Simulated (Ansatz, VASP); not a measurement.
## One calculation of Al3Cl, two programs

```
CELL_PARAMETERS angstrom
5.70389 0.00000 0.00000
-2.85194 4.93971 0.00000
0.00000 0.00000 2.98183
ATOMIC_POSITIONS crystal
Al 0.50000 0.00000 0.00000
Al 0.00000 0.50000 0.00000
Al 0.50000 0.50000 0.00000
Cl 0.00000 0.00000 0.50000
```

Alike in both runs: task relaxation of cell and atoms; functional PBE; k mesh 12 × 12 × 16; occupations gaussian, width 0.1 eV; no spin polarisation.

|  | VASP | Ansatz |
| --- | --- | --- |
| version | VASP 6.6.1 | Ansatz 0.2.0 |
| potentials or method | VASP PAW PBE potentials, release 64 (Al, Cl), cutoff 600 eV | scalar-relativistic, plane waves, PAW |
| valence electrons in the cell | 16 | 16 |

|  | VASP | Ansatz | Ansatz less VASP |
| --- | --- | --- | --- |
| gap on the k mesh at the Fermi level, each at its own relaxed structure (eV) | none | none | - |
| relaxed volume (Å³/atom) | 20.91 | 20.92 | +0.010 |
| relaxed cell length with the largest relative difference (Å) | 5.709 | 5.710 | +0.0014 |

A gap of «none» marks a metal or a gap that the smearing closes.
